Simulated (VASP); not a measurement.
# InAs (Fm-3m) in VASP: further runs

InAs is run at these levels: PBEsol+D3(BJ), PBEsol+D4, PBE+D3(BJ); tasks: single point.

Program: VASP 6.6.1. These are calculated values, not measurements. Logs are shortened: lines on timing, memory, paths and dates and some standing lists are left out, and cuts for length are marked.

**1. The cell of the first run**

Symmetry: Fm-3m, No. 225, cubic system. Conventional cell: a = 5.582 Å, b = 5.582 Å, c = 5.582 Å, α = 90.00°, β = 90.00°, γ = 90.00°. In (site symmetry m-3m) has 6 As at 2.79 Å within 3.7 Å. Within 3.7 Å of As (site symmetry m-3m) lie 6 In at 2.79 Å.

**2. Single point, PBEsol+D3(BJ)**

File INCAR:

```
ALGO = Normal
EDIFF = 1E-6
ENCUT = 520
GGA = PS
ISIF = 2
ISMEAR = -1
IVDW = 12
LASPH = T
LCHARG = F
LREAL = F
LWAVE = F
NBANDS = 16
NELM = 100
PREC = Accurate
SIGMA = 0.05
```

File KPOINTS:

```
k-points
0
Gamma
  8 8 8
```

File POSCAR:

```
InAs
1.0
    0.0000000000      2.7910045313      2.7910045313
    2.7910045313      0.0000000000      2.7910045313
    2.7910045313      2.7910045313      0.0000000000
In As
1 1
Direct
    0.5000000000      0.5000000000      0.5000000000
    0.0000000000      0.0000000000      0.0000000000
```

Potentials or basis: VASP PAW PBE potentials, release 64 (In_d, As).

Run with:

```bash
> cat potpaw_PBE.64/In_d/POTCAR potpaw_PBE.64/As/POTCAR > POTCAR
> mpirun -np 1 vasp_std > vasp.out
```

OUTCAR:

```text
EDIFF = 1E-6
   ENCUT = 520
   GGA = PS
   ISIF = 2
   ISMEAR = -1
   IVDW = 12
   LASPH = T
   LREAL = F
   NELM = 100
   PREC = Accurate
 IVDW          = 12

 ion  position               nearest neighbor table
   1  0.500  0.500  0.500-   2 2.79   2 2.79   2 2.79   2 2.79   2 2.79   2 2.79
   2  0.000  0.000  0.000-   1 2.79   1 2.79   1 2.79   1 2.79   1 2.79   1 2.79

  LATTYP: Found a face centered cubic cell.
 ALAT       =     5.5820090626

  Lattice vectors:

 A1 = (   0.0000000000,   2.7910045313,   2.7910045313)
 A2 = (   2.7910045313,   0.0000000000,   2.7910045313)
 A3 = (   2.7910045313,   2.7910045313,   0.0000000000)

Analysis of symmetry for initial positions (statically):
=====================================================================
 Subroutine PRICEL returns:
 Original cell was already a primitive cell.

 Routine SETGRP: Setting up the symmetry group for a
 face centered cubic supercell.

 Subroutine GETGRP returns: Found 48 space group operations
 (whereof 48 operations were pure point group operations)
 out of a pool of 48 trial point group operations.

The static configuration has the point symmetry O_h .

Analysis of symmetry for dynamics (positions and initial velocities):
=====================================================================
 Subroutine PRICEL returns:
 Original cell was already a primitive cell.

 Routine SETGRP: Setting up the symmetry group for a
 face centered cubic supercell.

 Subroutine GETGRP returns: Found 48 space group operations
 (whereof 48 operations were pure point group operations)
 out of a pool of 48 trial point group operations.

The dynamic configuration has the point symmetry O_h .

 Subroutine INISYM returns: Found 48 space group operations
 (whereof 48 operations are pure point group operations),
 and found     1 'primitive' translations

----------------------------------------------------------------------------------------

                                     Primitive cell

  volume of cell :      43.4822

  direct lattice vectors                    reciprocal lattice vectors
     0.000000000  2.791004531  2.791004531    -0.179146968  0.179146968  0.179146968
     2.791004531  0.000000000  2.791004531     0.179146968 -0.179146968  0.179146968
     2.791004531  2.791004531  0.000000000     0.179146968  0.179146968 -0.179146968

  length of vectors
     3.947076461  3.947076461  3.947076461     0.310291651  0.310291651  0.310291651

[... 79 lines left out ...]
   NELM   =    100;   NELMIN=  2; NELMDL= -5     # of ELM steps
   EDIFF  = 0.1E-05   stopping-criterion for ELM
   LREAL  =      F    real-space projection
   EDIFFG = 0.1E-04   stopping-criterion for IOM
   NSW    =      0    number of steps for IOM
   IBRION =     -1    ionic relax: 0-MD 1-quasi-New 2-CG
   NFREE  =      0    steps in history (QN), initial steepest desc. (CG)
   ISIF   =      2    stress and relaxation
   ISYM   =      2    0-nonsym 1-usesym 2-fastsym
   POTIM  = 0.5000    time-step for ionic-motion
   TEBEG  =    0.0;   TEEND  =   0.0 temperature during run
   PSTRESS=    0.0 pullay stress
   NELECT =      18.0000    total number of electrons
   NUPDOWN=      -1.0000    fix difference up-down
   EMIN   =  10.00;   EMAX   =-10.00  energy-range for DOS
   EFERMI =   0.00;   METHOD = LEGACY
   ISMEAR =    -1;   SIGMA  =   0.05  broadening in eV -4-tet -1-fermi 0-gaus
   EFERMI_NEDOS =   21; number of points for ismear=-14 and -15
   IALGO  =     38    algorithm
   IMIX   =      4    mixing-type and parameters
     AMIX     =   0.40;   BMIX     =  1.00
     AMIX_MAG =   1.60;   BMIX_MAG =  1.00
  volume/ion in A,a.u.               =      21.74       146.72
  Fermi-wavevector in a.u.,A,eV,Ry     =   1.220099  2.305653 20.254203  1.488642
  Thomas-Fermi vector in A             =   2.355328
   LORBIT       =      0    0 simple, 1 ext, 2 COOP (PROOUT), +10 PAW based schemes
   GGA     = PS    functional components
   LHFCALC =     F    Hartree Fock is set to
   AEXX    =    0.0000 exact exchange contribution
   IVDW    =    12    specifies the selected vdW correction
   LEPSILON=     F    determine dielectric tensor
   LRPA    =     F    only Hartree local field effects (RPA)
 non-spin polarized calculation
  energy-cutoff  :      520.00
  volume of cell :       43.48
 maximum number of plane-waves:      1211
 NGX is ok and might be reduce to    30
   NGX = 15   NGY = 15   NGZ = 15

 number of electron      18.0000006 magnetization

 Free energy of the ion-electron system (eV)
  ---------------------------------------------------
  ext. energy  EPLUGINS =         0.00000000
  ---------------------------------------------------
  free energy    TOTEN  =        -8.19465554 eV

  energy without entropy =       -8.18395107  energy(sigma->0) =       -8.18930330

 E-fermi :   6.8444     XC(G=0): -10.6705

 val. band max:        6.7804558352   @ k =   0.0000   0.0000   0.0000
 cond. band min:       6.8722451180   @ k =  -0.3750   0.1250   0.0000
 fundamental gap:      0.0917892828
 Fermi energy:         6.8443958583

 k-point     1 :       0.0000    0.0000    0.0000
  band No.  band energies     occupation
      1      -7.5151      2.00000
      2      -7.5151      2.00000
      3      -7.4883      2.00000
      4      -7.4883      2.00000
      5      -7.4883      2.00000
      6      -5.9420      2.00000
[... 433 lines left out ...]
      3      -7.4787      2.00000
      4      -7.4449      2.00000
      5      -7.4033      2.00000
      6      -3.4461      2.00000
[... 8 lines left out ...]
     15      16.7879      0.00000
     16      20.1058      0.00000

 [... further k-points ...]

------------------------ aborting loop because EDIFF is reached ----------------------------------------

 Edisp (eV)   -0.79715

 E8    (eV) :    -0.5468

  FORCE on cell =-STRESS in cart. coord.  units (eV):
  Direction    XX          YY          ZZ          XY          YZ          ZX
  --------------------------------------------------------------------------------------
  -------------------------------------------------------------------------------------
  Total       0.04926     0.04926     0.04926     0.00000     0.00000    -0.00000
  in kB       1.81512     1.81512     1.81512     0.00000     0.00000    -0.00000
  external pressure =        1.82 kB  Pullay stress =        0.00 kB

 VOLUME and BASIS-vectors are now :
 -----------------------------------------------------------------------------
  energy-cutoff  :      520.00
  volume of cell :       43.48
      direct lattice vectors                 reciprocal lattice vectors
     0.000000000  2.791004531  2.791004531    -0.179146968  0.179146968  0.179146968
     2.791004531  0.000000000  2.791004531     0.179146968 -0.179146968  0.179146968
     2.791004531  2.791004531  0.000000000     0.179146968  0.179146968 -0.179146968

 POSITION                                       TOTAL-FORCE (eV/Angst)
 -----------------------------------------------------------------------------------
      2.79100      2.79100      2.79100         0.000000      0.000000      0.000000
      0.00000      0.00000      0.00000        -0.000000     -0.000000     -0.000000
 -----------------------------------------------------------------------------------
    total drift:                                0.000000      0.000000      0.000000

  FREE ENERGIE OF THE ION-ELECTRON SYSTEM (eV)
  ---------------------------------------------------
  free  energy   TOTEN  =        -8.9918030285 eV

  energy  without entropy=       -8.9810985650  energy(sigma->0) =       -8.98645080
```

OSZICAR:

```text
N       E                     dE             d eps       ncg     rms          rms(c)
DAV:   1     0.100873248279E+03    0.10087E+03   -0.90600E+03   928   0.137E+03
DAV:   2    -0.271538617617E+01   -0.10359E+03   -0.99358E+02  1032   0.300E+02
DAV:   3    -0.829277413194E+01   -0.55774E+01   -0.55114E+01  1192   0.652E+01
DAV:   4    -0.840590525206E+01   -0.11313E+00   -0.11299E+00  1080   0.969E+00
DAV:   5    -0.841076538779E+01   -0.48601E-02   -0.48600E-02  1400   0.182E+00    0.423E+00
DAV:   6    -0.820691010548E+01    0.20386E+00   -0.34113E-01  1296   0.117E+01    0.226E+00
DAV:   7    -0.819672144932E+01    0.10189E-01   -0.44249E-02  1384   0.225E+00    0.755E-01
DAV:   8    -0.819475485121E+01    0.19666E-02   -0.28672E-03  1216   0.656E-01    0.168E-01
DAV:   9    -0.819465796143E+01    0.96890E-04   -0.25334E-04  1304   0.200E-01    0.860E-02
DAV:  10    -0.819465571857E+01    0.22429E-05   -0.15913E-05  1176   0.326E-02    0.549E-02
DAV:  11    -0.819465553607E+01    0.18250E-06   -0.85204E-07   984   0.866E-03
   1 F= -.89918030E+01 E0= -.89864508E+01  d E =-.107045E-01
```

stdout:

```text
POSCAR found type information on POSCAR InAs
 POSCAR found :  2 types and       2 ions
 scaLAPACK will be used
 -----------------------------------------------------------------------------
|                                                                             |
|                                                                             |
|     You enforced a specific xc type in the INCAR file but a different       |
|     I HOPE YOU KNOW WHAT YOU ARE DOING!                                     |
|                                                                             |
 -----------------------------------------------------------------------------

 LDA part: xc-table for (Slater+PW92), standard interpolation
 POSCAR, INCAR and KPOINTS ok, starting setup
 FFT: planning ... GRIDC
 FFT: planning ... GRID_SOFT
 FFT: planning ... GRID
 WAVECAR not read
 entering main loop
```

It took 27 s on 1 thread of Intel Xeon 8259CL, shared host; peak memory 0.19 GiB.

Results:

* Free energy: -8.9918 eV
* Pressure: 0.2 GPa
* Band gap on the k mesh: zero (band 9 reaches 7.23 eV, above the bottom of band 10 at 4.29 eV)
* Dispersion energy per atom: -0.399 eV

Caveat: the PAW data sets were made with another functional, which shifts forces and pressure a little; spin-orbit coupling is left out, which moves the levels of the heavy elements; pairwise dispersion overbinds metals, which lowers pressure and volume.

**3. Single point, PBEsol+D4**

This run uses another cell than the first one, of 22.10 Å³/atom, 1.016 times its volume.

File INCAR:

```
SYSTEM = InAs
  PREC = Accurate
  ENCUT = 520
  EDIFF = 1E-7
  ISMEAR = -1
  SIGMA = 0.05
  LREAL = .FALSE.
  LASPH = .TRUE.
  NELM = 60
  ALGO = Normal
  ISIF = 2
  LWAVE = .FALSE.
  LCHARG = .FALSE.
  GGA = PS
  IVDW = 13
  NBANDS = 16
```

File KPOINTS:

```
Automatic mesh
0
G
  8 8 8
  0 0 0
```

File POSCAR:

```
InAs
1.0
    0.0000000000      2.8061905452      2.8061905452
    2.8061905452      0.0000000000      2.8061905452
    2.8061905452      2.8061905452      0.0000000000
In As
1 1
Direct
    0.5000000000      0.5000000000      0.5000000000
    0.0000000000      0.0000000000      0.0000000000
```

Potentials or basis: VASP PAW PBE potentials, release 64 (In_d, As).

Run with:

```bash
> cat potpaw_PBE.64/In_d/POTCAR potpaw_PBE.64/As/POTCAR > POTCAR
> mpirun -np 1 vasp_std > vasp.out
```

Wall time 36 s (1 thread of Intel Xeon 8259CL, shared host); peak memory 0.18 GiB.

It converged, with:

```yaml
Free_energy: -8.7041 eV
Pressure: 0.1 GPa
Band_gap_on_the_k_mesh: zero (band 9 reaches 7.02 eV, above the bottom of band 10 at 4.15 eV)
Dispersion_energy_per_atom: -0.249 eV
```

Levels at points of the mesh, in eV from the Fermi level:
| k point | band 5 | band 6 | band 7 | band 8 | band 9 | band 10 | band 11 | band 12 | band 13 | band 14 |
| --- | --- | --- | --- | --- | --- | --- | --- | --- | --- | --- |
| (0.00, 0.00, 0.00) | -14.30 | -12.66 | -0.25 | -0.25 | -0.25 | -0.19 | 7.21 | 7.21 | 7.21 | 7.83 |
| (0.50, 0.00, 0.00) | -14.23 | -10.74 | -6.95 | 0.20 | 0.20 | 2.11 | 3.25 | 3.25 | 4.85 | 10.99 |
| (0.50, 0.50, 0.00) | -14.20 | -9.63 | -5.20 | -2.92 | -2.50 | -2.50 | 3.67 | 9.76 | 9.76 | 10.61 |

Caveat: the PAW data sets were made with another functional, which shifts forces and pressure a little; spin-orbit coupling is left out, which moves the levels of the heavy elements; pairwise dispersion overbinds metals, which lowers pressure and volume.

**4. Single point, PBE+D3(BJ)**

This run uses another cell than the first one, of 22.82 Å³/atom, 1.050 times its volume.

File INCAR:

```
ALGO = Normal
EDIFF = 1E-6
ENCUT = 520
GGA = PE
ISIF = 2
ISMEAR = -1
IVDW = 12
LASPH = True
LCHARG = False
LREAL = False
LWAVE = False
NBANDS = 16
NELM = 80
PREC = Accurate
SIGMA = 0.05
```

File KPOINTS:

```
k-points
0
Gamma
  8 8 8
```

File POSCAR:

```
InAs
1.0
    0.0000000000      2.8364913333      2.8364913333
    2.8364913333      0.0000000000      2.8364913333
    2.8364913333      2.8364913333      0.0000000000
In As
1 1
Direct
    0.5000000000      0.5000000000      0.5000000000
    0.0000000000      0.0000000000      0.0000000000
```

Run with:

```bash
> cat potpaw_PBE.64/In_d/POTCAR potpaw_PBE.64/As/POTCAR > POTCAR
> mpirun -np 1 vasp_std > vasp.out
```

Run time: 34 s. Hardware: 1 thread of Intel Xeon 8259CL, shared host; peak memory 0.19 GiB.

Results (log left out):

| Item | Value |
| --- | --- |
| Free energy | -8.0899 eV |
| Pressure | 0.1 GPa |
| Band gap on the k mesh | zero (band 9 reaches 6.77 eV, above the bottom of band 10 at 4.04 eV) |
| Dispersion energy per atom | -0.394 eV |

Levels at points of the mesh, in eV from the Fermi level:
```
           k point  band 6  band 7  band 8  band 9  band 10  band 11  band 12  band 13
(0.00, 0.00, 0.00)  -12.41   -0.37   -0.24   -0.24    -0.24     7.20     7.20     7.20
(0.50, 0.00, 0.00)  -10.61   -6.74    0.18    0.18     2.15     3.28     3.28     4.67
(0.50, 0.50, 0.00)   -9.62   -4.97   -2.90   -2.38    -2.38     3.80     9.53     9.53
```

Caveat: spin-orbit coupling is left out, which moves the levels of the heavy elements; pairwise dispersion overbinds metals, which lowers pressure and volume.

**5. The runs side by side**

| level | cell | gap on the mesh (eV) | pressure (GPa) |
| --- | --- | --- | --- |
| PBEsol+D3(BJ) | a = 3.947 Å, angles 60.0°, 2 atoms | none | 0.2 |
| PBEsol+D4 | a = 3.969 Å, angles 60.0°, 2 atoms | none | 0.1 |
| PBE+D3(BJ) | a = 4.011 Å, angles 60.0°, 2 atoms | none | 0.1 |

Alike in all rows: task single point; potentials or basis VASP PAW PBE potentials, release 64 (In_d, As); no spin polarisation; k mesh 8 × 8 × 8; cutoff (eV) 520; smearing fermi-dirac 0.05 eV.

Caveats: spin-orbit coupling is left out, which moves the levels of the heavy elements; pairwise dispersion overbinds metals, which lowers pressure and volume; the PAW data sets were made with another functional, which shifts forces and pressure a little (some runs).

Total energies depend on the potentials used, so only differences within one code and one set of settings carry meaning.
